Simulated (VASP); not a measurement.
A run of VASP 6.6.1 is set up as follows.

The input INCAR:

```
SYSTEM = As
ALGO = Normal
EDIFF = 1E-8
ENCUT = 520
ISIF = 2
ISMEAR = -1
LASPH = .TRUE.
LCHARG = .FALSE.
LEFG = .TRUE.
LREAL = .FALSE.
LWAVE = .FALSE.
NBANDS = 12
NELM = 60
PREC = Accurate
SIGMA = 0.05
```

Contents of KPOINTS:

```
k-points
0
G
  9 9 9
  0 0 0
```

POSCAR

```
As
1.0
    0.0000000000      2.8744485395      2.8744485395
    2.8744485395      0.0000000000      2.8744485395
    2.8744485395      2.8744485395      0.0000000000
As
2
Direct
   -0.1250000000     -0.1250000000     -0.1250000000
    0.1250000000      0.1250000000      0.1250000000
```

Potentials or basis: VASP PAW LDA potentials, release 64 (As).

Launch:

```sh
$ cat potpaw_LDA.64/As/POTCAR > POTCAR
$ mpirun -np 1 vasp_std > vasp.out
```

(1) Predict the pressure.

(2) Predict the band gap on the k mesh.

## Answers

(1) 7.6 GPa.

(2) zero (bands 5 and 6 overlap by 1.72 eV).

Caveat: the cell stands under pressure.
